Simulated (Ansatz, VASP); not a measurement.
## Two plane-wave programs on Sn2P

```
CELL_PARAMETERS angstrom
3.38097 -1.92675 -0.02311
3.38097 1.92675 -0.02311
-2.27218 0.00000 5.73132
ATOMIC_POSITIONS crystal
Sn 0.76558 0.76558 0.28955
Sn 0.23442 0.23442 0.71045
P 0.00000 0.00000 0.00000
```

Alike in both runs: functional PBE; k mesh 6 × 6 × 4; occupations gaussian, width 0.1 eV; no spin polarisation.

Ansatz relaxed the structure, and its values are those at the end. VASP's run is a single point on that final structure, the one shown.

|  | VASP | Ansatz |
| --- | --- | --- |
| version | VASP 6.6.1 | Ansatz 0.2.0 |
| potentials or method | VASP PAW PBE potentials, release 64 (Sn_d, P), cutoff 520 eV | scalar-relativistic, plane waves, PAW |
| valence electrons in the cell | 33 | 33 |

|  | VASP | Ansatz | Ansatz less VASP |
| --- | --- | --- | --- |
| gap on the k mesh at the Fermi level (eV) | none | none | - |
| pressure (GPa) | 0.0 | 0.0 | +0.06 |

A gap of «none» marks a metal or a gap that the smearing closes. The functional is the same, so the differences come from potentials, cutoffs and numerics.
